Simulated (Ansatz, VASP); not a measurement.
**One calculation of Al2Cu, two programs**

```
Al Cu
1.0
     4.12116    0.00000    0.00000
     0.00000    4.12116    0.00000
     0.00000    0.00000    2.73090
Al Cu
2 1
Direct
  0.50000 0.00000 0.50000
  0.00000 0.50000 0.50000
  0.00000 0.00000 0.00000
```

Alike in both runs: task single point; functional PBE; k mesh 10 × 10 × 14; occupations gaussian, width 0.15 eV; no spin polarisation.

|  | VASP | Ansatz |
| --- | --- | --- |
| version | VASP 6.6.1 | Ansatz 0.2.0 |
| potentials or method | VASP PAW PBE potentials, release 64 (Al, Cu), cutoff 520 eV | scalar-relativistic, plane waves, PAW |
| valence electrons in the cell | 17 | 25 |

```csv
,VASP,Ansatz,Ansatz less VASP
gap on the k mesh at the Fermi level (eV),none,none,-
pressure (GPa),6.2,6.1,-0.16
"traceless stress, the component that is largest in VASP (GPa)",3.07,3.16,+0.091
```

A gap of «none» marks a metal or a gap that the smearing closes. VASP's potentials hold 17 valence electrons a cell and Ansatz's 25, so a difference there can come from the potentials and not from the codes.
